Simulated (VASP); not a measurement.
# C (P6_3/mmc) in VASP: notebook

The runs below take C through single point, with PBEsol.

All numbers are computed with VASP 6.6.1; they aren't measurements. Logs are shortened: lines on timing, memory, paths and dates and some standing lists are left out, and cuts for length are marked.

**1. The cell of the first run**

Symmetry: P6_3/mmc, No. 194, hexagonal system. The conventional cell has a = 2.499 Å, b = 2.499 Å, c = 4.223 Å, α = 90.00°, β = 90.00°, γ = 120.00°. C (site symmetry 3m) has 4 C at 1.54 to 1.58 Å within 2.0 Å.

**2. Single point, PBEsol (strained cell)**

INCAR reads:

```
ALGO = Normal ; EDIFF = 1E-6
ENCUT = 1300 ; GGA = PS
GGA_COMPAT = F ; ISIF = 2
ISMEAR = 0 ; LASPH = T
LCHARG = T ; LELF = T
LREAL = F ; LVHAR = T
LWAVE = F ; NBANDS = 16
NELM = 120 ; PREC = Accurate
SIGMA = 0.02
```

KPOINTS reads:

```
k-points
0
Gamma
  9 9 6
```

POSCAR reads:

```
C
1.0
    2.4993962492      0.0000000000      0.0000000000
   -1.2496981246      2.1645406459      0.0000000000
    0.0000000000      0.0000000000      4.2229976381
C
4
Direct
    0.3333333333      0.6666666667     -0.0002601248
    0.6666666667      0.3333333333      0.4997398752
    0.3333333333      0.6666666667      0.3742601248
    0.6666666667      0.3333333333      0.8742601248
```

Potentials or basis: VASP PAW PBE potentials, release 64 (C_h).

The run is started by

```sh
> cat potpaw_PBE.64/C_h/POTCAR > POTCAR
> mpirun -np 1 vasp_std > vasp.out
```

OUTCAR:

```text
EDIFF = 1E-6
   ENCUT = 1300
   GGA = PS
   ISIF = 2
   ISMEAR = 0
   LASPH = T
   LREAL = F
   NELM = 120
   PREC = Accurate

 ion  position               nearest neighbor table
   1  0.333  0.667  1.000-
   2  0.667  0.333  0.500-
   3  0.333  0.667  0.374-
   4  0.667  0.333  0.874-

  LATTYP: Found a hexagonal cell.
 ALAT       =     2.4993962492
 C/A-ratio  =     1.6896070959

  Lattice vectors:

 A1 = (   2.4993962492,   0.0000000000,   0.0000000000)
 A2 = (  -1.2496981246,   2.1645406459,   0.0000000000)
 A3 = (   0.0000000000,   0.0000000000,   4.2229976381)

Analysis of symmetry for initial positions (statically):
=====================================================================
 Subroutine PRICEL returns:
 Original cell was already a primitive cell.

 Routine SETGRP: Setting up the symmetry group for a
 hexagonal supercell.

 Subroutine GETGRP returns: Found 24 space group operations
 (whereof  6 operations were pure point group operations)
 out of a pool of 24 trial point group operations.

The static configuration has the point symmetry C_3v.
 The point group associated with its full space group is D_6h.

Analysis of symmetry for dynamics (positions and initial velocities):
=====================================================================
 Subroutine PRICEL returns:
 Original cell was already a primitive cell.

 Routine SETGRP: Setting up the symmetry group for a
 hexagonal supercell.

 Subroutine GETGRP returns: Found 24 space group operations
 (whereof  6 operations were pure point group operations)
 out of a pool of 24 trial point group operations.

The dynamic configuration has the point symmetry C_3v.
 The point group associated with its full space group is D_6h.

 Subroutine INISYM returns: Found 24 space group operations
 (whereof  6 operations are pure point group operations),
 and found     1 'primitive' translations

----------------------------------------------------------------------------------------

                                     Primitive cell

  volume of cell :      22.8466

  direct lattice vectors                    reciprocal lattice vectors
     2.499396249  0.000000000  0.000000000     0.400096623  0.230995893  0.000000000
    -1.249698125  2.164540646  0.000000000     0.000000000  0.461991787  0.000000000
     0.000000000  0.000000000  4.222997638     0.000000000  0.000000000  0.236798617

  length of vectors
     2.499396249  2.499396249  4.222997638     0.461991787  0.461991787  0.236798617

  position of ions in fractional coordinates (direct lattice)
     0.333333333  0.666666667  0.999739875
     0.666666667  0.333333333  0.499739875
     0.333333333  0.666666667  0.374260125
     0.666666667  0.333333333  0.874260125

  ion indices of the primitive-cell ions
   primitive index   ion index
                 1           1
                 2           2
                 3           3
                 4           4

----------------------------------------------------------------------------------------

 KPOINTS: k-points

Automatic generation of k-mesh.
 Grid dimensions read from file:
 generate k-points for:    9    9    6

 Generating k-lattice:

  Cartesian coordinates                     Fractional coordinates (reciprocal lattice)
     0.044455180  0.025666210  0.000000000     0.111111111 -0.000000000  0.000000000
     0.000000000  0.051332421  0.000000000     0.000000000  0.111111111  0.000000000
     0.000000000  0.000000000  0.039466436     0.000000000  0.000000000  0.166666667

  Length of vectors
     0.051332421  0.051332421  0.039466436

  Shift w.r.t. Gamma in fractional coordinates (k-lattice)
     0.000000000  0.000000000  0.000000000

 Subroutine IBZKPT returns following result:
 ===========================================

 Found     48 irreducible k-points:

 Following reciprocal coordinates:
            Coordinates               Weight
  0.000000  0.000000  0.000000      1.000000
  0.111111 -0.000000  0.000000      6.000000
  0.222222 -0.000000  0.000000      6.000000
  0.333333 -0.000000  0.000000      6.000000
  0.444444 -0.000000  0.000000      6.000000
  0.111111  0.111111  0.000000      6.000000
[... 16 lines left out ...]
  0.333333  0.222222  0.166667     24.000000
  0.333333  0.333333  0.166667      4.000000
 [... further k-points ...]
   k-points           NKPTS =     48   k-points in BZ     NKDIM =     48   number of bands    NBANDS=     16
   number of dos      NEDOS =    301   number of ions     NIONS =      4
   total plane-waves  NPLWV =  45000
   dimension x,y,z NGX =    30 NGY =   30 NGZ =   50
   dimension x,y,z NGXF=    60 NGYF=   60 NGZF=  100
   ions per type =               4
   NGX,Y,Z   is equivalent  to a cutoff of  19.95, 19.95, 19.68 a.u.
   NGXF,Y,Z  is equivalent  to a cutoff of  39.91, 39.91, 39.37 a.u.
 SYSTEM =  unknown system
   PREC   = accura    normal or accurate (medium, high low for compatibility)
   ISTART =      0    job   : 0-new  1-cont  2-samecut
   ICHARG =      2    charge: 1-file 2-atom 10-const
   ISPIN  =      1    spin polarized calculation?
   LNONCOLLINEAR =      F non collinear calculations
   LSORBIT =      F    spin-orbit coupling
   LASPH  =      T    aspherical Exc in radial PAW
   ENCUT  = 1300.0 eV  95.55 Ry    9.77 a.u.   7.35  7.35 12.42*2*pi/ulx,y,z
   NELM   =    120;   NELMIN=  2; NELMDL= -5     # of ELM steps
   EDIFF  = 0.1E-05   stopping-criterion for ELM
   LREAL  =      F    real-space projection
   EDIFFG = 0.1E-04   stopping-criterion for IOM
   NSW    =      0    number of steps for IOM
   IBRION =     -1    ionic relax: 0-MD 1-quasi-New 2-CG
   NFREE  =      0    steps in history (QN), initial steepest desc. (CG)
   ISIF   =      2    stress and relaxation
   ISYM   =      2    0-nonsym 1-usesym 2-fastsym
   POTIM  = 0.5000    time-step for ionic-motion
   TEBEG  =    0.0;   TEEND  =   0.0 temperature during run
   PSTRESS=    0.0 pullay stress
   NELECT =      16.0000    total number of electrons
   NUPDOWN=      -1.0000    fix difference up-down
   EMIN   =  10.00;   EMAX   =-10.00  energy-range for DOS
   EFERMI =   0.00;   METHOD = LEGACY
   ISMEAR =     0;   SIGMA  =   0.02  broadening in eV -4-tet -1-fermi 0-gaus
   EFERMI_NEDOS =   21; number of points for ismear=-14 and -15
   IALGO  =     38    algorithm
   IMIX   =      4    mixing-type and parameters
     AMIX     =   0.40;   BMIX     =  1.00
     AMIX_MAG =   1.60;   BMIX_MAG =  1.00
  volume/ion in A,a.u.               =       5.71        38.54
  Fermi-wavevector in a.u.,A,eV,Ry     =   1.453810  2.747302 28.756770  2.113563
  Thomas-Fermi vector in A             =   2.571033
   LORBIT       =      0    0 simple, 1 ext, 2 COOP (PROOUT), +10 PAW based schemes
   GGA     = PS    functional components
   LHFCALC =     F    Hartree Fock is set to
   AEXX    =    0.0000 exact exchange contribution
   IVDW    =     0    specifies the selected vdW correction
   LEPSILON=     F    determine dielectric tensor
   LRPA    =     F    only Hartree local field effects (RPA)
 non-spin polarized calculation
 Gauss-broadening in eV      SIGMA  =   0.02
  energy-cutoff  :     1300.00
  volume of cell :       22.85
 maximum number of plane-waves:      2467
 NGX is ok and might be reduce to    30
   NGX = 15   NGY = 15   NGZ = 25

 number of electron      16.0000000 magnetization

 Free energy of the ion-electron system (eV)
  ---------------------------------------------------
  ext. energy  EPLUGINS =         0.00000000
  ---------------------------------------------------
  free energy    TOTEN  =       -38.43922118 eV

  energy without entropy =      -38.43922118  energy(sigma->0) =      -38.43922118

 E-fermi :  11.1827     XC(G=0): -13.5331

 val. band max:       11.0847226256   @ k =   0.0000   0.0000   0.0000
 cond. band min:      14.1803791565   @ k =   0.3333   0.3333   0.0000
 fundamental gap:      3.0956565309
 Fermi energy:        11.1826871366

 k-point     1 :       0.0000    0.0000    0.0000
  band No.  band energies     occupation
      1     -10.6407      2.00000
      2      -5.2654      2.00000
      3      -2.5872      2.00000
      4       8.1670      2.00000
      5       8.1670      2.00000
      6      10.6010      2.00000
[... 8 lines left out ...]
     15      25.1572      0.00000
     16      28.3311      0.00000

 k-point     2 :       0.1111   -0.0000    0.0000
  band No.  band energies     occupation
      1     -10.3314      2.00000
      2      -4.9865      2.00000
      3      -2.2953      2.00000
      4       6.7104      2.00000
      5       7.5610      2.00000
      6       9.8408      2.00000
[... 8 lines left out ...]
     15      25.5381      0.00000
     16      27.8743      0.00000

 k-point     3 :       0.2222   -0.0000    0.0000
  band No.  band energies     occupation
      1      -9.4097      2.00000
      2      -4.1549      2.00000
      3      -1.4584      2.00000
      4       3.6789      2.00000
      5       6.3830      2.00000
      6       7.2296      2.00000
[... 8 lines left out ...]
     15      25.5924      0.00000
     16      26.3807      0.00000

 k-point     4 :       0.3333   -0.0000    0.0000
  band No.  band energies     occupation
      1      -7.9025      2.00000
      2      -2.7906      2.00000
      3      -0.5805      2.00000
      4       0.8457      2.00000
      5       4.3467      2.00000
      6       5.3685      2.00000
[... 8 lines left out ...]
     15      25.8993      0.00000
     16      27.4485      0.00000
[... 324 lines left out ...]
 k-point    22 :       0.2222    0.2222    0.1667
  band No.  band energies     occupation
      1      -6.8416      2.00000
      2      -2.9302      2.00000
      3      -0.0173      2.00000
      4       2.2939      2.00000
      5       2.5720      2.00000
      6       3.6065      2.00000
[... 8 lines left out ...]
     15      24.5696      0.00000
     16      27.0903      0.00000

 k-point    23 :       0.3333    0.2222    0.1667
  band No.  band energies     occupation
      1      -4.9341      2.00000
      2      -2.2260      2.00000
      3      -1.0045      2.00000
      4       1.3378      2.00000
      5       1.6247      2.00000
      6       3.5781      2.00000
[... 8 lines left out ...]
     15      26.0683      0.00000
     16      27.4428      0.00000

 k-point    24 :       0.3333    0.3333    0.1667
  band No.  band energies     occupation
      1      -3.2372      2.00000
      2      -3.2372      2.00000
      3       0.1446      2.00000
      4       0.5459      2.00000
      5       0.5459      2.00000
      6       3.4921      2.00000
[... 8 lines left out ...]
     15      26.6280      0.00000
     16      26.6280      0.00000

 [... further k-points ...]

------------------------ aborting loop because EDIFF is reached ----------------------------------------

  FORCE on cell =-STRESS in cart. coord.  units (eV):
  Direction    XX          YY          ZZ          XY          YZ          ZX
  --------------------------------------------------------------------------------------
  -------------------------------------------------------------------------------------
  Total       -0.0567705     -0.0567705     -2.6788384      0.0000000      0.0000000      0.0000000
  in kB       -3.9811750     -3.9811750   -187.8604709      0.0000000      0.0000000      0.0000000
  external PRESSURE =     -65.2742737 kB  Pullay stress =       0.0000000 kB

 VOLUME and BASIS-vectors are now :
 -----------------------------------------------------------------------------
  energy-cutoff  :     1300.00
  volume of cell :       22.85
      direct lattice vectors                 reciprocal lattice vectors
     2.499396249  0.000000000  0.000000000     0.400096623  0.230995893  0.000000000
    -1.249698125  2.164540646  0.000000000     0.000000000  0.461991787  0.000000000
     0.000000000  0.000000000  4.222997638     0.000000000  0.000000000  0.236798617

 POSITION                                       TOTAL-FORCE (eV/Angst)
 -----------------------------------------------------------------------------------
     -0.00000      1.44303      4.22190         0.000000     -0.000000      0.001443
      1.24970      0.72151      2.11040        -0.000000      0.000000      0.001443
     -0.00000      1.44303      1.58050         0.000000     -0.000000     -0.001443
      1.24970      0.72151      3.69200        -0.000000      0.000000     -0.001443
 -----------------------------------------------------------------------------------
    total drift:                               -0.000000      0.000000      0.000001

  FREE ENERGIE OF THE ION-ELECTRON SYSTEM (eV)
  ---------------------------------------------------
  free  energy   TOTEN  =       -38.4392211833 eV

  energy  without entropy=      -38.4392211833  energy(sigma->0) =      -38.43922118
```

Run time: 31 s. Hardware: 1 thread of AMD EPYC 9R45 (Zen 5), shared host; peak memory 0.18 GiB.

What came out:

```yaml
Free_energy: -38.4392 eV
Pressure: -6.5 GPa
Band_gap_on_the_k_mesh: 3.10 eV (least direct gap 4.87 eV)
```

Caveat: the cell differs from its parent crystal (strained cell); the stress differs along the axes, from -19 to -0 GPa; the PAW data sets were made with another functional, which shifts forces and pressure a little. A k mesh can miss the band edges.

**3. Single point, PBEsol (strained cell)**

INCAR reads:

```
SYSTEM = C
ALGO = Normal
EDIFF = 1E-6
ENCUT = 1300
GGA = PS
GGA_COMPAT = .FALSE.
ISIF = 2
ISMEAR = 0
LASPH = .TRUE.
LCHARG = .TRUE.
LELF = .TRUE.
LREAL = .FALSE.
LVHAR = .TRUE.
LWAVE = .FALSE.
NBANDS = 16
NELM = 120
PREC = Accurate
SIGMA = 0.02
```

KPOINTS reads:

```
k-points
0
G
  9 9 6
  0 0 0
```

POSCAR reads:

```
C
1.0
    2.4893572949      0.0000000000      0.0000000000
   -1.2446786474      2.1558466565      0.0000000000
    0.0000000000      0.0000000000      4.2229976381
C
4
Direct
    0.3333333333      0.6666666667     -0.0002046816
    0.6666666667      0.3333333333      0.4997953184
    0.3333333333      0.6666666667      0.3742046816
    0.6666666667      0.3333333333      0.8742046816
```

Potentials or basis: VASP PAW PBE potentials, release 64 (C_h).

The run is started by

```sh
> cat potpaw_PBE.64/C_h/POTCAR > POTCAR
> mpirun -np 1 vasp_std > vasp.out
```

It took 28 s on 1 thread of Intel Xeon Platinum 8559C (Emerald Rapids), shared host; peak memory 0.21 GiB.

The run converged. Its results:

```
Free energy            : -38.4364 eV
Pressure               : -3.0 GPa
Band gap on the k mesh : 3.05 eV (least direct gap 4.78 eV)
```

Stress tensor (GPa, compression positive):
```
  4.92   0.00   0.00
  0.00   4.92   0.00
  0.00   0.00 -18.81
```

Levels at points of the mesh, in eV from the valence-band top:
```
           k point  band 5  band 6  band 7  band 8  band 9  band 10  band 11  band 12
(0.00, 0.00, 0.00)   -2.90   -0.51    0.00    0.00    4.78     5.15     5.15     8.62
(0.00, 0.00, 0.50)   -1.73   -1.73   -1.73   -1.73    7.32     7.32     7.32     7.32
```

Caveat: the cell differs from its parent crystal (strained cell); the stress differs along the axes, from -19 to 5 GPa; the PAW data sets were made with another functional, which shifts forces and pressure a little. A k mesh can miss the band edges.

**4. Single point, PBEsol (strained cell)**

INCAR reads:

```
PREC     = Accurate       # precision mode
ENCUT    = 1300           # plane-wave cutoff, eV
EDIFF    = 1E-6           # SCF threshold, eV
ISMEAR   = 0              # smearing method
SIGMA    = 0.02           # smearing width, eV
LREAL    = F              # projectors in reciprocal space
LASPH    = T              # aspherical terms in the spheres
NELM     = 120            # most SCF steps
ALGO     = Normal         # electronic algorithm
ISIF     = 2              # what is computed and relaxed
LWAVE    = F              # write WAVECAR
LCHARG   = T              # write CHGCAR
GGA      = PS             # functional
LELF     = T              # ELF
LVHAR    = T            
NBANDS   = 16             # bands
GGA_COMPAT= F
```

KPOINTS reads:

```
Automatic mesh
0
Gamma
  9 9 6
```

POSCAR reads:

```
C
1.0
    2.4981173488      0.0000000000      0.0000000000
   -1.2490586744      2.1634330857      0.0000000000
    0.0000000000      0.0000000000      4.2229976381
C
4
Direct
    0.3333333333      0.6666666667     -0.0002601248
    0.6666666667      0.3333333333      0.4997398752
    0.3333333333      0.6666666667      0.3742601248
    0.6666666667      0.3333333333      0.8742601248
```

The run is started by

```sh
> cat potpaw_PBE.64/C_h/POTCAR > POTCAR
> mpirun -np 1 vasp_std > vasp.out
```

It took 27 s on 1 thread of AMD EPYC 9R45 (Zen 5), shared host; peak memory 0.18 GiB.

It converged, with:

```
Free energy            : -38.4392 eV
Pressure               : -6.1 GPa
Largest force          : 0.003 eV/Å
Band gap on the k mesh : 3.09 eV (least direct gap 4.85 eV)
```

Forces in eV/Å, atoms in the order of the input:
```
C    0.000  0.000  0.003
C    0.000  0.000  0.003
C    0.000  0.000 -0.003
C    0.000  0.000 -0.003
```

Stress tensor (GPa, compression positive):
```
  0.27   0.00   0.00
  0.00   0.27   0.00
  0.00   0.00 -18.79
```

Levels at points of the mesh, in eV from the valence-band top:
```
           k point  band 4  band 5  band 6  band 7  band 8  band 9  band 10  band 11  band 12  band 13
(0.00, 0.00, 0.00)   -2.92   -2.92   -0.48    0.00    0.00    4.85     5.10     5.10     8.45     9.46
(0.00, 0.00, 0.50)   -7.20   -1.74   -1.74   -1.74   -1.74    7.28     7.28     7.28     7.28     7.78
```

Caveat: the cell differs from its parent crystal (strained cell); the stress differs along the axes, from -19 to 0 GPa; the PAW data sets were made with another functional, which shifts forces and pressure a little. A k mesh can miss the band edges.

**5. Overview**

| cell | gap on the mesh (eV) | pressure (GPa) |
| --- | --- | --- |
| a = 2.499, b = 2.499, c = 4.223 Å, angles 90.0, 90.0, 120.0°, 4 atoms | 3.10 | -6.5 |
| a = 2.489, b = 2.489, c = 4.223 Å, angles 90.0, 90.0, 120.0°, 4 atoms | 3.05 | -3.0 |
| a = 2.498, b = 2.498, c = 4.223 Å, angles 90.0, 90.0, 120.0°, 4 atoms | 3.09 | -6.1 |

Alike in all rows: task single point; level PBEsol; potentials or basis VASP PAW PBE potentials, release 64 (C_h); no spin polarisation; k mesh 9 × 9 × 6; cutoff (eV) 1300; smearing gaussian 0.02 eV.

Caveats: the PAW data sets were made with another functional, which shifts forces and pressure a little; the stress differs along the axes, from -19 to -0 GPa (at least some runs); the stress differs along the axes, from -19 to 5 GPa (at least some runs); the stress differs along the axes, from -19 to 0 GPa (at least some runs).

Absolute energies hang on the potentials; compare differences alone.
